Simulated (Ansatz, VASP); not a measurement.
## Gd: VASP beside Ansatz

INCAR

```
  PREC = Accurate
  ENCUT = 520
  EDIFF = 1E-7
  ISMEAR = -1
  SIGMA = 0.08
  LREAL = F
  LASPH = T
  NELM = 150
  ALGO = Normal
  ISIF = 2
  LWAVE = F
  LCHARG = F
  ISPIN = 2
  MAGMOM = 7
  LORBIT = 11
  LMAXMIX = 6
  GGA = PE
  NBANDS = 19
```

File KPOINTS:

```
regular mesh
0
Gamma
  13 13 13
```

POSCAR

```
Gd
1.0
    3.1359671640      0.0000000000      0.0000000000
    0.0000000000      3.1359671640      0.0000000000
    0.0000000000      0.0000000000      3.1359671640
Gd
1
Direct
    0.0000000000      0.0000000000      0.0000000000
```

Input for Ansatz:

```yaml
crystal:
  lattice:
    - [3.135967164, 0.0, 0.0]
    - [0.0, 3.135967164, 0.0]
    - [0.0, 0.0, 3.135967164]
  atoms:
    - { symbol: Gd, position: [0.0, 0.0, 0.0], spin: 7.0 }
magnetization:
  spin_polarized: true
kpoints:
  mp_grid: { grid: [13, 13, 13] }
scf:
  occupations: { method: fermi_dirac, width: 0.08 }
hamiltonian:
  xc: pbe
  pseudopotentials: { kind: all_electron, lapw: { basis_error: 0.001 } }
output:
  forces: true
  stress: true
  eigenvalues: true
  populations: true
```

Change from the starting cell: volume scaled by 0.88, LAPW.

Alike in both runs: task single point; functional PBE; k mesh 13 × 13 × 13; occupations fermi-dirac, width 0.08 eV; collinear spin.

|  | VASP | Ansatz |
| --- | --- | --- |
| version | VASP 6.6.1 | Ansatz 0.2.0 |
| potentials or method | VASP PAW PBE potentials, release 64 (Gd), cutoff 520 eV | all-electron LAPW, scalar-relativistic |

```tsv
	VASP	Ansatz	Ansatz less VASP
pressure (GPa)	4.0	4.0	-0.06
net moment per atom (μB)	7.77	7.76	-0.011
size of the moment on the site where the two differ most (μB)	7.12	7.55	+0.429
```

Site moments also hang on the region over which each program counts them. Ansatz ran all-electron here, and VASP with PAW potentials.

Spin-orbit coupling is off throughout.
